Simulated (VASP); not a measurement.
WC, 2 atoms in the cell. The structure is orthorhombic, space group Amm2 (No. 38). The conventional cell has a = 2.829 Å, b = 2.871 Å, c = 5.074 Å, α = 90.00°, β = 90.00°, γ = 90.00°. W (site symmetry mm2) has 6 C at 2.19 to 2.20 Å and 8 W at 2.83 to 2.92 Å within 3.0 Å. Within 3.0 Å of C (site symmetry mm2) lie 6 W at 2.19 to 2.20 Å and 8 C at 2.83 to 2.92 Å.  This cell differs from its parent crystal: strain -0.0100 x Voigt [1, -1, 0, 0, 0, 0].

| Item | Value |
| --- | --- |
| Program | VASP 6.6.1 |
| Task | single point |
| Functional | PBE |
| Potentials or basis | VASP PAW PBE potentials, release 64 (W_sv, C) |
| Cutoff | 520 eV |
| k mesh | 18 × 18 × 16 |
| Occupations | gaussian, width 0.15 eV |
| Spin | no spin polarisation |
| Dipole correction | no |
| Further INCAR settings | ALGO = Normal; EDIFF = 1e-06; NBANDS = 16 |

Potentials or basis: VASP PAW PBE potentials, release 64 (W_sv, C).

Launch:

```bash
$ cat potpaw_PBE.64/W_sv/POTCAR potpaw_PBE.64/C/POTCAR > POTCAR
$ mpirun -np 1 vasp_std > vasp.out
```

Hardware: 1 thread of Intel(R) Xeon(R) 6975P-C (Granite Rapids), with other jobs on the host.

How long does it take, and how much memory?

Run time: 67 s on 1 thread of Intel(R) Xeon(R) 6975P-C (Granite Rapids) (shared host), peak memory 0.36 GiB. Counts: scf iterations 12, k points 819.
